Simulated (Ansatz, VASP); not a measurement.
## Two plane-wave programs on WSe

```xyz
2
Lattice="0.0000 2.7966 2.7966 2.7966 0.0000 2.7966 2.7966 2.7966 0.0000" Properties=species:S:1:pos:R:3 pbc="T T T"
W     0.0000    0.0000    0.0000
Se    1.3983    1.3983    1.3983
```

Alike in both runs: functional PBEsol; k mesh 6 × 6 × 6; occupations gaussian, width 0.1 eV; collinear spin.

Ansatz relaxed the structure, and its values are those at the end. VASP's run is a single point on that final structure, the one shown.

```csv
,VASP,Ansatz
version,VASP 6.6.1,Ansatz 0.2.0
potentials or method,"VASP PAW PBE potentials, release 64 (W_sv, Se), cutoff 520 eV","scalar-relativistic, plane waves, PAW"
valence electrons in the cell,20,30
```

|  | VASP | Ansatz | Ansatz less VASP |
| --- | --- | --- | --- |
| gap on the k mesh at the Fermi level (eV) | none | none | - |
| pressure (GPa) | -0.1 | -0.5 | -0.39 |
| net moment per atom (μB) | 0.10 | 0.10 | +0.002 |
| size of the moment on the site where the two differ most (μB) | 0.16 | 0.13 | -0.036 |

VASP's potentials were made for PBE, not for PBEsol. Site moments also hang on the region over which each program counts them. A gap of «none» marks a metal or a gap that the smearing closes. VASP's potentials hold 20 valence electrons a cell and Ansatz's 30, so a difference there can come from the potentials and not from the codes.

Spin-orbit coupling is off throughout.
